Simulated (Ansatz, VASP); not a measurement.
# Two plane-wave programs on Zr3Cd2

```xyz
5
Lattice="7.9548 0.0000 0.0000 0.0000 6.5986 0.0000 0.0000 0.0000 5.3639" Properties=species:S:1:pos:R:3 pbc="T T T"
Zr    3.9774    0.0000    0.0000
Zr    0.0000    0.0000    2.6819
Zr    0.0000    0.0000    0.0000
Cd    3.9774    3.2993    2.6819
Cd    3.9774    0.0000    2.6819
```

Alike in both runs: task single point; functional PBE; k mesh 3 × 4 × 5; no spin polarisation.

|  | VASP | Ansatz |
| --- | --- | --- |
| version | VASP 6.6.1 | Ansatz 0.2.0 |
| potentials or method | VASP PAW PBE potentials, release 64 (Zr_sv, Cd), cutoff 520 eV | PAW plane waves |
| occupations | methfessel-paxton of order 1, width 0.0324 eV | cold, width 0.0324 eV |
| valence electrons in the cell | 60 | 76 |

VASP gave:

- pressure (GPa): -3.3

Q: What did Ansatz give for the same quantities?

A: Pressure (GPa): -3.4.

VASP's potentials hold 60 valence electrons a cell and Ansatz's 76, so a difference there can come from the potentials and not from the codes.
